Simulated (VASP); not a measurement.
BAs: single point with PBE

The system is BAs.

```xyz
2
Lattice="0.0000 2.3919 2.3919 2.3919 0.0000 2.3919 2.3919 2.3919 0.0000" Properties=species:S:1:pos:R:3 pbc="T T T"
B     0.0000    0.0000    0.0000
As    1.1959    1.1959    1.1959
```

* Program: VASP 6.6.1
* Task: single point
* Functional: PBE
* Potentials or basis: VASP PAW PBE potentials, release 64 (B, As)
* Cutoff: 520 eV
* k mesh: 10 × 10 × 10
* Occupations: fermi-dirac, width 0.02 eV
* Spin: non-collinear spin, zero start, spin-orbit coupling
* Starting moments: [[0.0, 0.0, 0.0], [0.0, 0.0, 0.0]] μB
* Dipole correction: no
* Further INCAR settings: ALGO = Normal; EDIFF = 1e-06; NBANDS = 20

```
Pressure                                              : 2.8 GPa
Net moment                                            : 0.00 μB per cell
Valence electrons inside the program's atomic spheres : B 1.83; As 2.92
```

Moments on the atoms (μB; x, y, z):
```
B   0.00 0.00 0.00
As  0.00 0.00 0.00
```

Wall time 47 s on 1 thread of Intel(R) Xeon(R) 6975P-C (Granite Rapids) (shared host), peak memory 0.27 GiB.
